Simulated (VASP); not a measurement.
SnS2: single point with r2SCAN

The system is SnS2.

```xyz
3
Lattice="3.8072 0.0000 0.0000 -1.9036 3.2971 0.0000 0.0000 0.0000 5.7475" Properties=species:S:1:pos:R:3 pbc="T T T"
Sn    0.0000    0.0000    0.0000
S     0.0000    2.1981    1.4124
S     1.9036    1.0990    4.3351
```

This cell differs from its parent crystal: epitaxial xy strain +4.0%.

```yaml
Program: VASP 6.6.1
Task: single point
Functional: r2SCAN
Potentials_or_basis: VASP PAW PBE potentials, release 64 (Sn_d, S)
Cutoff: 550 eV
k_mesh: 12 × 12 × 4
Occupations: fermi-dirac, width 0.02 eV
Spin: non-collinear spin, zero start, spin-orbit coupling
Starting_moments: "[[0.0, 0.0, 0.0], [0.0, 0.0, 0.0], [0.0, 0.0, 0.0]] μB"
```

* Pressure: -2.9 GPa
* Largest force: 0.037 eV/Å
* Net moment: 0.00 μB per cell
* Valence electrons inside the program's atomic spheres: Sn 12.12; S 3.70

Forces on the atoms (eV/Å):
```
Sn   0.000  0.000  0.000
S    0.000  0.000 -0.037
S    0.000  0.000  0.037
```

Stress tensor (GPa, compression positive):
```
-4.74  0.00  0.00
 0.00 -4.74  0.00
 0.00  0.00  0.76
```

Moments on the atoms (μB; x, y, z):
```
Sn  0.00 0.00 0.00
S   0.00 0.00 0.00
S   0.00 0.00 0.00
```

It took 36 min on 1 thread of Intel(R) Xeon(R) Platinum 8259CL CPU @ 2.50GHz (Skylake/Cascade Lake), with other jobs on the host, peak memory 0.63 GiB.

Caveat: the cell differs from its parent crystal (epitaxial xy strain +4.0%); the stress differs along the axes, from -5 to 1 GPa; the PAW data sets were made with another functional, which shifts forces and pressure a little.
